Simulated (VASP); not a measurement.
## Fe: single point with PBE

Fe:

```xyz
1
Lattice="0.0000 1.8031 1.8031 1.8031 0.0000 1.8031 1.8031 1.8031 0.0000" Properties=species:S:1:pos:R:3 pbc="T T T"
Fe    0.0000    0.0000    0.0000
```

This cell differs from its parent crystal: volume scaled by 0.96.

```
Program                : VASP 6.6.1
Task                   : single point
Functional             : PBE
Potentials or basis    : VASP PAW PBE potentials, release 64 (Fe)
Cutoff                 : 520 eV
k mesh                 : 12 × 12 × 12
Occupations            : fermi-dirac, width 0.05 eV
Spin                   : collinear spin, ferromagnetic start
Starting moments       : [3.0] μB
Dipole correction      : no
Further INCAR settings : ALGO = Normal; EDIFF = 1e-06; NBANDS = 14
```

| Item | Value |
| --- | --- |
| Pressure | 3.0 GPa |
| Net moment | 2.50 μB per cell |
| Site moments | Fe +2.49 μB |
| Valence electrons inside the program's atomic spheres | Fe 7.21 |

Levels at points of the mesh, in eV from the Fermi level:
Spin up:
```tsv
k point	band 3	band 4	band 5	band 6	band 7	band 8
(0.00, 0.00, 0.00)	-2.42	-2.42	-1.39	-1.39	22.02	26.23
(0.50, 0.00, 0.00)	-2.58	-0.44	-0.44	-0.13	6.25	20.63
(0.50, 0.50, 0.00)	-0.58	-0.14	-0.14	2.55	9.50	14.33
```
Spin down:
```tsv
k point	band 1	band 2	band 3	band 4	band 5	band 6	band 7
(0.00, 0.00, 0.00)	-8.24	-0.14	-0.14	-0.14	1.51	1.51	21.66
(0.50, 0.00, 0.00)	-3.56	-0.12	-0.12	0.01	2.33	2.33	7.87
(0.50, 0.50, 0.00)	-3.33	-2.56	2.44	2.47	2.47	2.79	11.00
```

Run time: 32 s on 1 thread of Intel Xeon 6975P-C (shared host), peak memory 0.14 GiB.
